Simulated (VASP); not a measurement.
Input of a VASP 6.6.1 run:

The input POSCAR:

```
AlB3P4
1.0
    3.3576479512      0.0000000000      0.0000000000
    0.0000000000      3.4094257494      4.8566484134
    0.0000000000     -3.4094257494      4.8566484134
B Al P
3 1 4
Direct
    0.0000000000     -0.0027745566     -0.0027745566
    0.5000000000     -0.0034290975      0.5051230324
    0.5000000000      0.5051230324     -0.0034290975
    0.0000000000      0.4983363999      0.4983363999
    0.5000000000      0.1234895587      0.1234895587
    0.0000000000      0.0970586964      0.6351993023
    0.0000000000      0.6351993023      0.0970586964
    0.5000000000      0.6469966646      0.6469966646
```

INCAR.step1

```
PREC     = Accurate       # precision mode
ENCUT    = 520            # plane-wave cutoff, eV
ISMEAR   = -1             # smearing method
SIGMA    = 0.02           # smearing width, eV
LREAL    = F              # projectors in reciprocal space
LASPH    = T              # aspherical terms in the spheres
NELM     = 60             # most SCF steps
NBANDS   = 26             # bands
GGA      = PE             # functional
ALGO     = Normal         # electronic algorithm
EDIFF    = 1E-4           # SCF threshold, eV
LWAVE    = T              # write WAVECAR
LCHARG   = F              # write CHGCAR
```

The input INCAR.step2:

```
PREC     = Accurate       # precision mode
ENCUT    = 520            # plane-wave cutoff, eV
EDIFF    = 1E-7           # SCF threshold, eV
ISMEAR   = -1             # smearing method
SIGMA    = 0.02           # smearing width, eV
LREAL    = F              # projectors in reciprocal space
LASPH    = T              # aspherical terms in the spheres
NELM     = 60             # most SCF steps
ALGO     = Normal         # electronic algorithm
ISIF     = 2              # what is computed and relaxed
LWAVE    = F              # write WAVECAR
LCHARG   = F              # write CHGCAR
METAGGA  = R2SCAN         # meta-GGA
LMIXTAU  = T            
NBANDS   = 26             # bands
ISTART   = 1
```

KPOINTS

```
Automatic mesh
0
Gamma
  8 4 4
```

Potentials or basis: VASP PAW PBE potentials, release 64 (B, Al, P).

Run with:

```console
$ cat potpaw_PBE.64/B/POTCAR potpaw_PBE.64/Al/POTCAR potpaw_PBE.64/P/POTCAR > POTCAR
$ cp INCAR.step1 INCAR
$ mpirun -np 1 vasp_std > vasp.out
$ cp INCAR.step2 INCAR
$ mpirun -np 1 vasp_std > vasp.out
```

**Question.** Estimate the band gap on the k mesh.

**Answer.** 0.74 eV, indirect (least direct gap 0.87 eV).

**Question.** Estimate the pressure.

**Answer.** -0.4 GPa.

**Question.** What does it give for the largest force?

**Answer.** 0.021 eV/Å.

Forces in eV/Å, atoms in the order of the input:
```
B    0.000  0.000 -0.001
B    0.000 -0.013  0.002
B    0.000  0.013  0.002
Al   0.000  0.000  0.004
P    0.000  0.000 -0.007
P    0.000  0.017  0.011
P    0.000 -0.017  0.011
P    0.000  0.000 -0.021
```

Caveat: the PAW data sets were made with another functional, which shifts forces and pressure a little. A k mesh can miss the band edges.
